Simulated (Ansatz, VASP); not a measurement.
# Ge3Pd in VASP and in Ansatz

```
CELL_PARAMETERS angstrom
4.14587 0.00000 0.00000
0.00000 4.14587 0.00000
0.00000 0.00000 4.14587
ATOMIC_POSITIONS crystal
Ge 0.00000 0.50000 0.50000
Ge 0.50000 0.00000 0.50000
Ge 0.50000 0.50000 0.00000
Pd 0.00000 0.00000 0.00000
```

Alike in both runs: functional PBE; k mesh 12 × 12 × 12; occupations gaussian, width 0.1 eV; no spin polarisation.

Ansatz relaxed the structure, and its values are those at the end. VASP's run is a single point on that final structure, the one shown.

|  | VASP | Ansatz |
| --- | --- | --- |
| version | VASP 6.6.1 | Ansatz 0.2.0 |
| potentials or method | VASP PAW PBE potentials, release 64 (Ge_d, Pd), cutoff 520 eV | scalar-relativistic, plane waves, PAW |
| valence electrons in the cell | 52 | 60 |

|  | VASP | Ansatz | Ansatz less VASP |
| --- | --- | --- | --- |
| gap on the k mesh at the Fermi level (eV) | none | none | - |
| pressure (GPa) | 0.0 | 0.0 | -0.03 |

A gap of «none» marks a metal or a gap that the smearing closes. With one functional, cell and mesh, what is left measures potentials, basis and numerics. VASP's potentials hold 52 valence electrons a cell and Ansatz's 60, so a difference there can come from the potentials and not from the codes.
